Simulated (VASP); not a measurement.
# Se (P1) in VASP: notebook, part 2 of 3

VASP 6.6.1. Earlier steps stand in the parts before.

### 4 Electric field gradients, PBE (equal xy, yz and zx shear strains of +3 %)

INCAR

```
ALGO = Normal
EDIFF = 1E-8
ENCUT = 520
GGA = PE
ISIF = 2
ISMEAR = -1
LASPH = T
LCHARG = F
LEFG = T
LREAL = F
LWAVE = F
NBANDS = 16
NELM = 60
PREC = Accurate
SIGMA = 0.03
```

KPOINTS

```
k-points
0
Gamma
  6 6 5
```

POSCAR

```
Se
1.0
    4.3661999489      0.0654929992      0.0654929992
   -2.1263813734      3.7484935742      0.0239721015
    0.0743040000      0.0743040000      4.9536000000
Se
3
Direct
    0.2254000000      0.0000000000      0.3333333333
    0.0000000000      0.2254000000      0.6666666667
    0.7746000000      0.7746000000      0.0000000000
```

Potentials or basis: VASP PAW PBE potentials, release 64 (Se).

On the command line:

```sh
$ cat potpaw_PBE.64/Se/POTCAR > POTCAR
$ mpirun -np 1 vasp_std > vasp.out
```

OUTCAR:

```text
EDIFF = 1E-8
   ENCUT = 520
   GGA = PE
   ISIF = 2
   ISMEAR = -1
   LASPH = T
   LREAL = F
   NELM = 60
   PREC = Accurate

 ion  position               nearest neighbor table
   1  0.225  0.000  0.333-   2 2.34   3 2.44
   2  0.000  0.225  0.667-   3 2.34   1 2.34
   3  0.775  0.775  0.000-   2 2.34   1 2.44

  LATTYP: Found a triclinic cell.
 ALAT       =     4.4239444885
 B/A-ratio  =     0.9741696453
 C/A-ratio  =     1.1199766289
 COS(alpha) =     0.0112057054
 COS(beta)  =     0.0407400298
 COS(gamma) =     0.5001712246

  Lattice vectors:

 A1 = (   2.2398185755,   3.8139865734,   0.0894651007)
 A2 = (  -2.1263813734,   3.7484935742,   0.0239721015)
 A3 = (   0.0743040000,   0.0743040000,   4.9536000000)

Analysis of symmetry for initial positions (statically):
=====================================================================
 Subroutine PRICEL returns:
 Original cell was already a primitive cell.

 Routine SETGRP: Setting up the symmetry group for a
 triclinic supercell.

 Subroutine GETGRP returns: Found  1 space group operations
 (whereof  1 operations were pure point group operations)
 out of a pool of  2 trial point group operations.

The static configuration has the point symmetry C_1 .

Analysis of symmetry for dynamics (positions and initial velocities):
=====================================================================
 Subroutine PRICEL returns:
 Original cell was already a primitive cell.

 Routine SETGRP: Setting up the symmetry group for a
 triclinic supercell.

 Subroutine GETGRP returns: Found  1 space group operations
 (whereof  1 operations were pure point group operations)
 out of a pool of  2 trial point group operations.

The dynamic configuration has the point symmetry C_1 .

 Subroutine INISYM returns: Found  1 space group operations
 (whereof  1 operations are pure point group operations),
 and found     1 'primitive' translations

----------------------------------------------------------------------------------------

                                     Primitive cell

  volume of cell :      81.7276

  direct lattice vectors                    reciprocal lattice vectors
     4.366199949  0.065492999  0.065492999     0.227178669  0.128904191 -0.005341243
    -2.126381373  3.748493574  0.023972101    -0.003910061  0.264580806 -0.003910061
     0.074304000  0.074304000  4.953600000    -0.002984674 -0.002984674  0.201962925

  length of vectors
     4.367182233  4.309672433  4.954714435     0.261256515  0.264638584  0.202007029

  position of ions in fractional coordinates (direct lattice)
     0.225400000  1.000000000  0.333333333
     1.000000000  0.225400000  0.666666667
     0.774600000  0.774600000  1.000000000

  ion indices of the primitive-cell ions
   primitive index   ion index
                 1           1
                 2           2
                 3           3

----------------------------------------------------------------------------------------

 KPOINTS: k-points

[... 73 lines left out ...]
   ISIF   =      2    stress and relaxation
   ISYM   =      2    0-nonsym 1-usesym 2-fastsym
   POTIM  = 0.5000    time-step for ionic-motion
   TEBEG  =    0.0;   TEEND  =   0.0 temperature during run
   PSTRESS=    0.0 pullay stress
   NELECT =      18.0000    total number of electrons
   NUPDOWN=      -1.0000    fix difference up-down
   EMIN   =  10.00;   EMAX   =-10.00  energy-range for DOS
   EFERMI =   0.00;   METHOD = LEGACY
   ISMEAR =    -1;   SIGMA  =   0.03  broadening in eV -4-tet -1-fermi 0-gaus
   EFERMI_NEDOS =   21; number of points for ismear=-14 and -15
   IALGO  =     38    algorithm
   IMIX   =      4    mixing-type and parameters
     AMIX     =   0.40;   BMIX     =  1.00
     AMIX_MAG =   1.60;   BMIX_MAG =  1.00
  volume/ion in A,a.u.               =      27.24       183.84
  Fermi-wavevector in a.u.,A,eV,Ry     =   0.988651  1.868279 13.298743  0.977430
  Thomas-Fermi vector in A             =   2.120193
   LORBIT       =      0    0 simple, 1 ext, 2 COOP (PROOUT), +10 PAW based schemes
   GGA     = PE    functional components
   LHFCALC =     F    Hartree Fock is set to
   AEXX    =    0.0000 exact exchange contribution
   IVDW    =     0    specifies the selected vdW correction
   LEPSILON=     F    determine dielectric tensor
   LRPA    =     F    only Hartree local field effects (RPA)
 non-spin polarized calculation
  energy-cutoff  :      520.00
  volume of cell :       81.73
 maximum number of plane-waves:      2215
   NGX = 17   NGY = 17   NGZ = 19

 number of electron      18.0000000 magnetization

 Free energy of the ion-electron system (eV)
  ---------------------------------------------------
  ext. energy  EPLUGINS =         0.00000000
  ---------------------------------------------------
  free energy    TOTEN  =       -10.43349640 eV

  energy without entropy =      -10.43349640  energy(sigma->0) =      -10.43349640

 E-fermi :   3.1576     XC(G=0):  -8.8429

 val. band max:        2.6200808620   @ k =   0.1667   0.3333   0.4000
 cond. band min:       3.6567399015   @ k =   0.0000   0.0000   0.4000
 fundamental gap:      1.0366590395
 Fermi energy:         3.1575538397

 k-point     1 :       0.0000    0.0000    0.0000
  band No.  band energies     occupation
      1     -13.1899      2.00000
      2      -9.1773      2.00000
      3      -8.9077      2.00000
      4      -1.2000      2.00000
      5      -1.1727      2.00000
      6      -1.0120      2.00000
[... 433 lines left out ...]
      3      -8.3280      2.00000
      4      -2.4754      2.00000
      5      -2.3207      2.00000
      6      -0.9413      2.00000
[... 8 lines left out ...]
     15      12.0301      0.00000
     16      12.4509      0.00000

 [... further k-points ...]
[... 5 lines left out ...]
  --------------------------------------------------------------------------------------
  -------------------------------------------------------------------------------------
  Total        0.9594205      1.6238621      2.2966021     -0.5303970     -0.7458379     -1.0378595
  in kB       18.8083666     31.8340024     45.0223174    -10.3978403    -14.6213178    -20.3460765
  external PRESSURE =      31.8882288 kB  Pullay stress =       0.0000000 kB

 VOLUME and BASIS-vectors are now :
 -----------------------------------------------------------------------------
  energy-cutoff  :      520.00
  volume of cell :       81.73
      direct lattice vectors                 reciprocal lattice vectors
     4.366199949  0.065492999  0.065492999     0.227178669  0.128904191 -0.005341243
    -2.126381373  3.748493574  0.023972101    -0.003910061  0.264580806 -0.003910061
     0.074304000  0.074304000  4.953600000    -0.002984674 -0.002984674  0.201962925

 POSITION                                       TOTAL-FORCE (eV/Angst)
 -----------------------------------------------------------------------------------
      1.00891      0.03953      1.66596         0.329312     -0.231136     -0.472498
     -0.42975      0.89445      3.30780        -0.366973      0.641428     -0.070557
      1.73496      2.95431      0.06930         0.037661     -0.410292      0.543056
 -----------------------------------------------------------------------------------
    total drift:                                0.000035      0.000004     -0.000023

  FREE ENERGIE OF THE ION-ELECTRON SYSTEM (eV)
  ---------------------------------------------------
  free  energy   TOTEN  =       -10.4334963987 eV

  energy  without entropy=      -10.4334963973  energy(sigma->0) =      -10.43349640

 Electric field gradients (V/A^2)
---------------------------------------------------------------------
 ion       V_xx      V_yy      V_zz      V_xy      V_xz      V_yz
---------------------------------------------------------------------
   1     175.240  -338.534   163.294    21.188    11.998   346.348
   2    -218.561    37.857   180.704  -204.308  -268.360  -151.497
   3    -204.636    32.847   171.790   229.899   297.511  -153.364
---------------------------------------------------------------------

 Electric field gradients after diagonalization (V/A^2)
 (convention: |V_zz| > |V_xx| > |V_yy|)
----------------------------------------------------------------------
 ion       V_xx      V_yy      V_zz     asymmetry (V_yy - V_xx)/ V_zz
----------------------------------------------------------------------
   1     342.537   173.030  -515.566       0.329
   2     325.312   150.820  -476.132       0.366
   3     338.395   170.268  -508.663       0.331
----------------------------------------------------------------------

           NMR quadrupolar parameters

 Cq : quadrupolar parameter    Cq=e*Q*V_zz/h
 eta: asymmetry parameters     (V_yy - V_xx)/ V_zz
 Q  : nuclear electric quadrupole moment in mb (millibarn)
----------------------------------------------------------------------
 ion       Cq(MHz)       eta       Q (mb)
----------------------------------------------------------------------
   1      -1.247       0.329       1.000
   2      -1.151       0.366       1.000
   3      -1.230       0.331       1.000
----------------------------------------------------------------------
```

stdout:

```text
POSCAR found type information on POSCAR Se
 POSCAR found :  1 types and       3 ions
 scaLAPACK will be used
 LDA part: xc-table for (Slater+PW92), standard interpolation
 POSCAR, INCAR and KPOINTS ok, starting setup
 FFT: planning ... GRIDC
 FFT: planning ... GRID_SOFT
 FFT: planning ... GRID
 WAVECAR not read
 entering main loop
ion   1
     0.0000499    -0.4967520    -6.4825676    -2.5787211    -0.3910771    -4.9458142
     0.0000687    -0.4967520    -6.4825676    -2.5787211    -0.3910771    -4.9458141
     0.0000946    -0.4967520    -6.4825675    -2.5787210    -0.3910771    -4.9458141
     0.0001302    -0.4967520    -6.4825674    -2.5787210    -0.3910771    -4.9458140

     0.0000499   -19.5939394  -316.9936615  -129.3426144   -11.3310972  -235.2643421
     0.0000687   -19.5934797  -316.9859360  -129.3394563   -11.3308514  -235.2586219
     0.0000946   -19.5927349  -316.9734117  -129.3343366   -11.3304534  -235.2493484
     0.0001302   -19.5915338  -316.9532088  -129.3260780   -11.3298122  -235.2343892
[... 12 lines left out ...]
ion   3
     0.0000499    -4.4505883     2.6975458    -2.7165793    -5.6436882     2.1940162
     0.0000687    -4.4505883     2.6975458    -2.7165793    -5.6436881     2.1940161
     0.0000946    -4.4505883     2.6975457    -2.7165792    -5.6436881     2.1940161
     0.0001302    -4.4505882     2.6975457    -2.7165792    -5.6436880     2.1940161

     0.0000499  -210.6178266   140.0166584  -136.0893832  -272.4629188   108.5579912
     0.0000687  -210.6127120   140.0132191  -136.0860665  -272.4562970   108.5553364
     0.0000946  -210.6044204   140.0076432  -136.0806900  -272.4455626   108.5510324
     0.0001302  -210.5910456   139.9986481  -136.0720177  -272.4282477   108.5440890
```

Run time: 34 s. Hardware: 1 thread of Intel Xeon 6975P-C (Granite Rapids), shared host; peak memory 0.24 GiB.

Results:

* Free energy: -10.4335 eV
* Pressure: 3.2 GPa
* Largest force: 0.742 eV/Å
* Band gap on the k mesh: 1.04 eV, indirect (least direct gap 1.36 eV)

Forces in eV/Å, atoms in the order of the input:
```
Se   0.329 -0.231 -0.472
Se  -0.367  0.641 -0.071
Se   0.038 -0.410  0.543
```

Levels at points of the mesh, in eV from the valence-band top:
| k point | band 5 | band 6 | band 7 | band 8 | band 9 | band 10 | band 11 | band 12 | band 13 | band 14 |
| --- | --- | --- | --- | --- | --- | --- | --- | --- | --- | --- |
| (0.00, 0.00, 0.00) | -3.79 | -3.63 | -2.03 | -1.96 | -0.37 | 1.67 | 2.16 | 2.35 | 6.09 | 6.59 |
| (0.50, 0.00, 0.00) | -4.59 | -3.34 | -2.96 | -1.73 | -0.90 | 2.12 | 2.48 | 3.85 | 5.43 | 7.77 |
| (0.00, 0.50, 0.00) | -4.65 | -3.38 | -2.76 | -1.73 | -0.90 | 1.87 | 2.48 | 4.36 | 5.31 | 7.67 |
| (0.50, 0.50, 0.00) | -4.71 | -3.43 | -2.79 | -1.76 | -0.95 | 1.79 | 2.48 | 4.35 | 5.30 | 7.75 |

Electric field gradients, principal values (V/Å²):
```
atom    least   middle  greatest (by size)
1 Se  173.030  342.537            -515.566
2 Se  150.820  325.312            -476.132
3 Se  170.268  338.395            -508.663
```

Caveat: the cell differs from its parent crystal (equal xy, yz and zx shear strains of +3 %); without QUAD_EFG the Cq values of the log hold for a quadrupole moment of 1 mb, not for the nuclei. A k mesh can miss the band edges.

### 5 Electric field gradients, PBE (equal xy, yz and zx shear strains of -3 %)

INCAR

```
PREC = Accurate
ENCUT = 520
EDIFF = 1E-8
ISMEAR = -1
SIGMA = 0.03
LREAL = False
LASPH = True
NELM = 60
ALGO = Normal
ISIF = 2
LWAVE = False
LCHARG = False
GGA = PE
LEFG = True
NBANDS = 16
```

KPOINTS

```
Automatic mesh
0
Gamma
  6 6 5
```

POSCAR

```
Se
1.0
    4.3661999489     -0.0654929992     -0.0654929992
   -2.2398185756      3.8139865734     -0.0239721015
   -0.0743040000     -0.0743040000      4.9536000000
Se
3
Direct
    0.2254000000      0.0000000000      0.3333333333
    0.0000000000      0.2254000000      0.6666666667
    0.7746000000      0.7746000000      0.0000000000
```

Potentials or basis: VASP PAW PBE potentials, release 64 (Se).

On the command line:

```sh
$ cat potpaw_PBE.64/Se/POTCAR > POTCAR
$ mpirun -np 1 vasp_std > vasp.out
```

OUTCAR:

```text
PREC = Accurate
   ENCUT = 520
   EDIFF = 1E-8
   ISMEAR = -1
   LREAL = False
   LASPH = True
   NELM = 60
   ISIF = 2
   GGA = PE

 ion  position               nearest neighbor table
   1  0.225  0.000  0.333-   3 2.31   2 2.40
   2  0.000  0.225  0.667-   1 2.40   3 2.41
   3  0.775  0.775  0.000-   1 2.31   2 2.41

  LATTYP: Found a triclinic cell.
 ALAT       =     4.3105342853
 B/A-ratio  =     1.0131417463
 C/A-ratio  =     1.1494432260
 COS(alpha) =     0.0297616073
 COS(beta)  =     0.0411893908
 COS(gamma) =     0.4804578458

  Lattice vectors:

 A1 = (   2.1263813733,   3.7484935742,  -0.0894651007)
 A2 = (   4.3661999489,  -0.0654929992,  -0.0654929992)
 A3 = (   0.0743040000,   0.0743040000,  -4.9536000000)

Analysis of symmetry for initial positions (statically):
=====================================================================
 Subroutine PRICEL returns:
 Original cell was already a primitive cell.

 Routine SETGRP: Setting up the symmetry group for a
 triclinic supercell.
[... 651 lines left out ...]

 POSITION                                       TOTAL-FORCE (eV/Angst)
 -----------------------------------------------------------------------------------
      0.95937     -0.03953      1.63644         0.625370      0.270604      0.561936
     -0.55439      0.81014      3.29700        -0.080141      0.136165      0.052387
      1.64710      2.90358     -0.06930        -0.545229     -0.406769     -0.614323
 -----------------------------------------------------------------------------------
    total drift:                                0.000007      0.000031     -0.000038

  FREE ENERGIE OF THE ION-ELECTRON SYSTEM (eV)
  ---------------------------------------------------
  free  energy   TOTEN  =       -10.4289635750 eV

  energy  without entropy=      -10.4289635745  energy(sigma->0) =      -10.42896357

 Electric field gradients (V/A^2)
---------------------------------------------------------------------
 ion       V_xx      V_yy      V_zz      V_xy      V_xz      V_yz
---------------------------------------------------------------------
   1     157.696  -337.952   180.256   -22.608   -17.079   312.568
   2    -204.177    40.494   163.683  -231.458  -302.673  -178.648
   3    -220.690    49.064   171.626   207.298   271.637  -179.310
---------------------------------------------------------------------

 Electric field gradients after diagonalization (V/A^2)
 (convention: |V_zz| > |V_xx| > |V_yy|)
----------------------------------------------------------------------
 ion       V_xx      V_yy      V_zz     asymmetry (V_yy - V_xx)/ V_zz
----------------------------------------------------------------------
   1     330.785   154.331  -485.116       0.364
   2     343.499   179.912  -523.411       0.313
   3     333.858   158.032  -491.889       0.357
----------------------------------------------------------------------

           NMR quadrupolar parameters

 Cq : quadrupolar parameter    Cq=e*Q*V_zz/h
 eta: asymmetry parameters     (V_yy - V_xx)/ V_zz
 Q  : nuclear electric quadrupole moment in mb (millibarn)
----------------------------------------------------------------------
 ion       Cq(MHz)       eta       Q (mb)
----------------------------------------------------------------------
   1      -1.173       0.364       1.000
   2      -1.266       0.313       1.000
   3      -1.189       0.357       1.000
----------------------------------------------------------------------
```

stdout:

```text
POSCAR found type information on POSCAR Se
 POSCAR found :  1 types and       3 ions
 scaLAPACK will be used
 LDA part: xc-table for (Slater+PW92), standard interpolation
 POSCAR, INCAR and KPOINTS ok, starting setup
 FFT: planning ... GRIDC
 FFT: planning ... GRID_SOFT
 FFT: planning ... GRID
 WAVECAR not read
 entering main loop
ion   1
     0.0000499     0.5320565    -5.7538871    -2.8246030     0.5155629    -4.7058126
     0.0000687     0.5320565    -5.7538871    -2.8246029     0.5155629    -4.7058126
     0.0000946     0.5320565    -5.7538870    -2.8246029     0.5155629    -4.7058125
     0.0001302     0.5320565    -5.7538869    -2.8246029     0.5155629    -4.7058125

     0.0000499    20.9121987  -285.8701230  -142.7427092    16.0414095  -226.8260874
     0.0000687    20.9117069  -285.8631342  -142.7392250    16.0410520  -226.8205514
     0.0000946    20.9109098  -285.8518037  -142.7335769    16.0404729  -226.8115761
     0.0001302    20.9096245  -285.8335260  -142.7244664    16.0395395  -226.7970968
[... 12 lines left out ...]
ion   3
     0.0000499    -3.9111003     3.4887966    -2.6862672    -4.9149637     2.6635402
     0.0000687    -3.9111002     3.4887965    -2.6862672    -4.9149637     2.6635402
     0.0000946    -3.9111002     3.4887965    -2.6862671    -4.9149636     2.6635401
     0.0001302    -3.9111001     3.4887964    -2.6862671    -4.9149635     2.6635401

     0.0000499  -189.6554697   164.3869258  -135.8904728  -248.2371097   123.6657023
     0.0000687  -189.6508332   164.3829386  -135.8871498  -248.2310189   123.6627021
     0.0000946  -189.6433159   164.3764749  -135.8817626  -248.2211438   123.6578382
     0.0001302  -189.6311883   164.3660486  -135.8730725  -248.2052129   123.6499923
```

Wall time 56 s (1 thread of Intel Xeon 6975P-C (Granite Rapids), shared host); peak memory 0.25 GiB.

What came out:

```yaml
Free_energy: -10.4290 eV
Pressure: 3.2 GPa
Largest_force: 0.917 eV/Å
Band_gap_on_the_k_mesh: 1.09 eV, indirect (least direct gap 1.43 eV)
```

Forces on the atoms (eV/Å):
```
Se   0.625  0.271  0.562
Se  -0.080  0.136  0.052
Se  -0.545 -0.407 -0.614
```

Levels at points of the mesh, in eV from the valence-band top:
| k point | band 5 | band 6 | band 7 | band 8 | band 9 | band 10 | band 11 | band 12 | band 13 | band 14 |
| --- | --- | --- | --- | --- | --- | --- | --- | --- | --- | --- |
| (0.00, 0.00, 0.00) | -3.81 | -3.69 | -2.07 | -2.01 | -0.41 | 1.70 | 1.90 | 2.45 | 6.06 | 6.46 |
| (0.50, 0.00, 0.00) | -4.76 | -3.49 | -2.75 | -1.75 | -1.03 | 1.83 | 2.27 | 4.49 | 5.20 | 7.67 |
| (0.00, 0.50, 0.00) | -4.69 | -3.43 | -2.97 | -1.80 | -0.96 | 1.88 | 2.50 | 3.97 | 5.34 | 7.73 |
| (0.50, 0.50, 0.00) | -4.63 | -3.37 | -2.94 | -1.79 | -0.89 | 1.90 | 2.57 | 3.97 | 5.36 | 7.67 |

Electric field gradients, principal values (V/Å²):
```csv
atom,least,middle,greatest (by size)
1 Se,154.331,330.785,-485.116
2 Se,179.912,343.499,-523.411
3 Se,158.032,333.858,-491.889
```

Caveat: the cell differs from its parent crystal (equal xy, yz and zx shear strains of -3 %); without QUAD_EFG the Cq values of the log hold for a quadrupole moment of 1 mb, not for the nuclei. A k mesh can miss the band edges.

(Part 2 of 3 ends here.)
